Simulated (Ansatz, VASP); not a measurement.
# Two plane-wave programs on C

INCAR

```
SYSTEM = C
PREC = Accurate ; ENCUT = 520
EDIFF = 1E-6 ; ISMEAR = 0
SIGMA = 0.02 ; LREAL = .FALSE.
LASPH = .TRUE. ; NELM = 80
ALGO = Normal ; ISIF = 2
LWAVE = .FALSE. ; LCHARG = .FALSE.
GGA = PS ; NBANDS = 11
```

File KPOINTS:

```
Automatic mesh
0
G
  12 12 12
  0 0 0
```

File POSCAR:

```
C
1.0
    0.0000000000      1.8253099000      1.8253099000
    1.8253099000      0.0000000000      1.8253099000
    1.8253099000      1.8253099000      0.0000000000
C
2
Direct
    0.5000000000      0.5000000000      0.5000000000
    0.7500000000      0.7500000000      0.7500000000
```

Input for Ansatz:

```yaml
crystal:
  lattice:
    - [0.0, 1.8253099, 1.8253099]
    - [1.8253099, 0.0, 1.8253099]
    - [1.8253099, 1.8253099, 0.0]
  atoms:
    - { symbol: C, position: [0.5, 0.5, 0.5] }
    - { symbol: C, position: [0.75, 0.75, 0.75] }
basis:
  ecutwfc: 420
kpoints:
  mp_grid: { grid: [12, 12, 12] }
hamiltonian:
  xc: pbesol
scf:
  occupations: { method: gaussian, width: 0.02 }
output:
  forces: true
  stress: true
  eigenvalues: true
```

Alike in both runs: task single point; functional PBEsol; k mesh 12 × 12 × 12; occupations gaussian, width 0.02 eV; no spin polarisation.

|  | VASP | Ansatz |
| --- | --- | --- |
| version | VASP 6.6.1 | Ansatz 0.2.0 |
| potentials or method | VASP PAW PBE potentials, release 64 (C), cutoff 520 eV | scalar-relativistic, plane waves, PAW |
| valence electrons in the cell | 8 | 8 |

|  | VASP | Ansatz | Ansatz less VASP |
| --- | --- | --- | --- |
| gap on the k mesh at the Fermi level (eV) | 3.88 | 3.89 | +0.009 |
| least direct gap on the mesh (eV) | 5.35 | 5.35 | +0.005 |
| pressure (GPa) | -30.5 | -31.2 | -0.72 |

VASP's potentials were made for PBE, not for PBEsol. Both programs put the cell under strong tension, so it lies far from rest at this level.

Noted on VASP's run: the cell as given lies far from equilibrium.
